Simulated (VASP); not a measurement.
Here is a VASP 6.6.1 calculation.

The input INCAR:

```
PREC = Accurate
ENCUT = 600
EDIFF = 1E-6
ISMEAR = 0
SIGMA = 0.1
LREAL = False
LASPH = True
NELM = 100
ALGO = Fast
ISIF = 3
LWAVE = False
LCHARG = False
GGA = PE
IBRION = 2
NSW = 90
EDIFFG = -0.04
```

KPOINTS

```
Automatic mesh
0
Gamma
  4 4 4
```

POSCAR

```
ZnOs3
1.0
    3.7512703461      0.0000000000      0.0000000000
    0.0000000000      3.7512703461      0.0000000000
    0.0000000000      0.0000000000      3.7512703461
Zn Os
1 3
Direct
    0.0000000000      0.0000000000      0.0000000000
    0.0000000000      0.5000000000      0.5000000000
    0.5000000000      0.0000000000      0.5000000000
    0.5000000000      0.5000000000      0.0000000000
```

Potentials or basis: VASP PAW PBE potentials, release 64 (Zn, Os).

Run with:

```bash
$ cat potpaw_PBE.64/Zn/POTCAR potpaw_PBE.64/Os/POTCAR > POTCAR
$ mpirun -np 1 vasp_std > vasp.out
```

(1) What does it give for the relaxed cell?

(2) Predict the space group after relaxing (to 0.05 Å).

Answers

(1) a = 3.863 Å, b = 3.863 Å, c = 3.863 Å, α = 90.00°, β = 90.00°, γ = 90.00°.

(2) Pm-3m (No. 221).

Caveat: the k points lie up to 0.41 Å⁻¹ apart in the final cell.
